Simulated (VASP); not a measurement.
# MgI2: relaxation of cell and atoms with PBE

MgI2:

```xyz
3
Lattice="4.0450 0.0000 0.0000 -2.0225 3.5030 0.0000 0.0000 0.0000 6.7774" Properties=species:S:1:pos:R:3 pbc="T T T"
Mg    0.0000    0.0000    0.0000
I     0.0000    2.3354    5.1463
I     2.0225    1.1677    1.6310
```

```
Program                : VASP 6.6.1
Task                   : relaxation of cell and atoms
Functional             : PBE
Potentials or basis    : VASP PAW PBE potentials, release 64 (Mg, I)
Cutoff                 : 600 eV
k mesh                 : 6 × 6 × 4
Occupations            : gaussian, width 0.02 eV
Spin                   : no spin polarisation
Target pressure        : 4 GPa
Dipole correction      : no
Further INCAR settings : ALGO = Normal; EDIFF = 1e-06; IBRION = 2; EDIFFG = -0.008; NSW = 70; ISIF = 3
```

```json
{
  "Relaxed volume": "30.60 Å³/atom",
  "Relaxed cell": "a = 4.037 Å, b = 4.037 Å, c = 6.506 Å, α = 90.00°, β = 90.00°, γ = 120.00°",
  "Space group after relaxing (to 0.1 Å)": "P-3m1 (No. 164)",
  "Energy change on relaxing (the run minimises the enthalpy)": "+18.0 meV/atom",
  "Ionic steps": "16",
  "Pressure after relaxing": "4.0 GPa",
  "Largest force after relaxing": "0.004 eV/Å",
  "Band gap on the k mesh": "3.37 eV (least direct gap 3.83 eV)"
}
```

Forces in eV/Å, atoms in the order of the input:
```
Mg   0.000  0.000  0.000
I    0.000  0.000 -0.004
I    0.000  0.000  0.004
```

Step by step:
```
step  energy change (eV)  largest force (eV/Å)  pressure (GPa)  volume (Å³)
   1              0.0000                0.4152            3.94        96.03
   2             -0.0105                0.2964            3.64        95.87
   3             -0.0162                0.0520            2.82        95.37
   4              0.0077                0.0488            3.20        94.07
   5              0.0564                0.0500            3.95        91.84
   6              0.0626                0.0507            4.01        91.59
   7              0.0608                0.0339            4.04        91.61
   8              0.0577                0.0173            4.10        91.67
   9              0.0575                0.0243            4.10        91.67
  10              0.0520                0.0085            3.98        91.89
  11              0.0523                0.0092            3.97        91.88
  12              0.0529                0.0112            4.00        91.85
  13              0.0526                0.0106            4.01        91.86
  14              0.0524                0.0099            4.00        91.87
  15              0.0528                0.0079            3.97        91.86
  16              0.0539                0.0038            3.99        91.81
```

Final structure:
```
CELL_PARAMETERS angstrom
4.03667 0.00000 0.00000
-2.01834 3.49586 0.00000
0.00000 0.00000 6.50606
ATOMIC_POSITIONS crystal
Mg 0.00000 0.00000 0.00000
I 0.33333 0.66667 0.74308
I 0.66667 0.33333 0.25692
```

Levels at points of the mesh, in eV from the valence-band top:
```tsv
k point	band 5	band 6	band 7	band 8	band 9	band 10	band 11	band 12
(0.00, 0.00, 0.00)	-0.66	-0.17	-0.17	0.00	3.83	4.64	6.70	6.70
(0.50, 0.00, 0.00)	-2.50	-1.72	-1.35	-0.61	3.54	5.06	5.16	6.64
(0.00, 0.00, 0.50)	-0.46	-0.46	-0.38	-0.38	4.83	4.91	6.41	6.41
(0.50, 0.00, 0.50)	-1.39	-1.33	-1.13	-1.07	3.43	4.86	5.36	5.70
```

It took 3.4 min on 1 thread of Intel(R) Xeon(R) Platinum 8259CL CPU @ 2.50GHz (Skylake/Cascade Lake), on a shared host, peak memory 0.26 GiB.

Caveat: the cell is relaxed towards a set pressure, so the run minimises the enthalpy, not the energy; spin-orbit coupling is left out, which moves the levels of the heavy elements; this functional lacks dispersion, which binds the layers, so the pressure and a relaxed spacing across them are unreliable. A k mesh can miss the band edges.
